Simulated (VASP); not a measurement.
Write the native input for VASP 6.6.1 that does the following.

```
Task                   : single point
Functional             : LDA
Potentials or basis    : VASP PAW LDA potentials, release 64 (Pb_d, Te)
Cutoff                 : 520 eV
k mesh                 : 7 × 7 × 7
Occupations            : fermi-dirac, width 0.05 eV
Spin                   : no spin polarisation
Dipole correction      : no
Further INCAR settings : ALGO = Normal; EDIFF = 1e-06; NBANDS = 17
```

The structure of TePb lies in POSCAR:

```
TePb
1.0
    4.0022870000      0.0000000000      0.0000000000
    0.0000000000      4.0022870000      0.0000000000
    0.0000000000      0.0000000000      4.0022870000
Pb Te
1 1
Direct
    0.0000000000      0.0000000000      0.0000000000
    0.5000000000      0.5000000000      0.5000000000
```

One way to write it, as run:

INCAR

```
PREC = Accurate ; ENCUT = 520
EDIFF = 1E-6 ; ISMEAR = -1
SIGMA = 0.05 ; LREAL = False
LASPH = True ; NELM = 60
ALGO = Normal ; ISIF = 2
LWAVE = False ; LCHARG = False
NBANDS = 17
```

KPOINTS

```
Automatic mesh
0
Gamma
  7 7 7
```

Potentials or basis: VASP PAW LDA potentials, release 64 (Pb_d, Te).

Run with:

```bash
$ cat potpaw_LDA.64/Pb_d/POTCAR potpaw_LDA.64/Te/POTCAR > POTCAR
$ mpirun -np 1 vasp_std > vasp.out
```

It gave:

* Pressure: -4.0 GPa
* Band gap on the k mesh: zero (band 10 reaches 6.35 eV, above the bottom of band 11 at 5.52 eV)

Caveat: spin-orbit coupling is left out, which moves the levels of the heavy elements.

Run time: 28 s on 1 thread of AMD EPYC 7571 (shared host), peak memory 0.12 GiB.
